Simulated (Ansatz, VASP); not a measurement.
Two plane-wave programs on LiF

Contents of POSCAR:

```
LiF
1.0
    0.0045881991      1.9948691899      1.9948691899
    1.9948691899      0.0045881991      1.9948691899
    1.9994573890      1.9994573890      0.0000000000
Li F
1 1
Direct
    0.0000000000      0.0000000000      0.0000000000
    0.5000000000      0.5000000000      0.5000000000
```

Contents of INCAR.step1:

```
PREC = Accurate
ENCUT = 520
EDIFF = 1E-5
ISMEAR = 0
SIGMA = 0.01
LREAL = False
LASPH = True
NELM = 100
ALGO = Normal
ISIF = 2
LWAVE = True
GGA = PE
NBANDS = 12
KPAR = 4
```

Contents of INCAR.step2:

```
PREC = Accurate
ENCUT = 520
EDIFF = 1E-6
ISMEAR = 0
SIGMA = 0.01
LREAL = False
LASPH = True
NELM = 100
ALGO = Normal
ISIF = 2
LWAVE = False
LCHARG = True
GGA = PE
LHFCALC = True
HFSCREEN = 0.2079
PRECFOCK = Normal
LVHAR = True
ISTART = 1
NBANDS = 12
KPAR = 4
```

Contents of KPOINTS:

```
regular mesh
0
Gamma
  8 8 8
```

Input for Ansatz:

```yaml
crystal:
  lattice:
    - [0.0045881991, 1.9948691899, 1.9948691899]
    - [1.9948691899, 0.0045881991, 1.9948691899]
    - [1.999457389, 1.999457389, 0.0]
  atoms:
    - { symbol: Li, position: [0.0, 0.0, 0.0] }
    - { symbol: F, position: [0.5, 0.5, 0.5] }
kpoints:
  mp_grid: { grid: [8, 8, 8] }
  band_path:
    path:
      - [0.0, 0.0, 0.0]
      - [0.5, 0.0, 0.5]
      - [0.625, 0.25, 0.625]
      - [0.375, 0.375, 0.75]
      - [0.5, 0.5, 0.5]
      - [0.5, 0.25, 0.75]
      - [0.0625, 0.0625, 0.125]
    npoints: 1
hamiltonian:
  xc: hse06
scf:
  occupations: { method: fixed }
  n_extra_bands: 4
output:
  forces: true
  stress: true
  eigenvalues: true
  write_density: true
  write_potential: true
  elf: true
  volumetric_format: npy
```

Change from the starting cell: shear_xy strain +0.5%.

Alike in both runs: task single point; functional HSE06; k mesh 8 × 8 × 8; no spin polarisation.

|  | VASP | Ansatz |
| --- | --- | --- |
| version | VASP 6.6.1 | Ansatz 0.2.0 |
| potentials or method | VASP PAW PBE potentials, release 64 (Li_sv, F) | plane waves, PAW |
| plane-wave cutoff (eV) | 520 | 420 |
| occupations | gaussian, width 0.01 eV | fixed |
| valence electrons in the cell | 10 | 10 |

VASP gave:

```
gap on the k mesh at the Fermi level (eV) : 11.65
```

Question: Estimate Ansatz's values.

Answer: gap on the k mesh at the Fermi level (eV): 11.66.

Ansatz's warnings: stress exchange threshold loose, stress scf threshold loose.

Noted on VASP's run: the cutoff is under 1.25 times that of the potentials, so the pressure is a little rough.
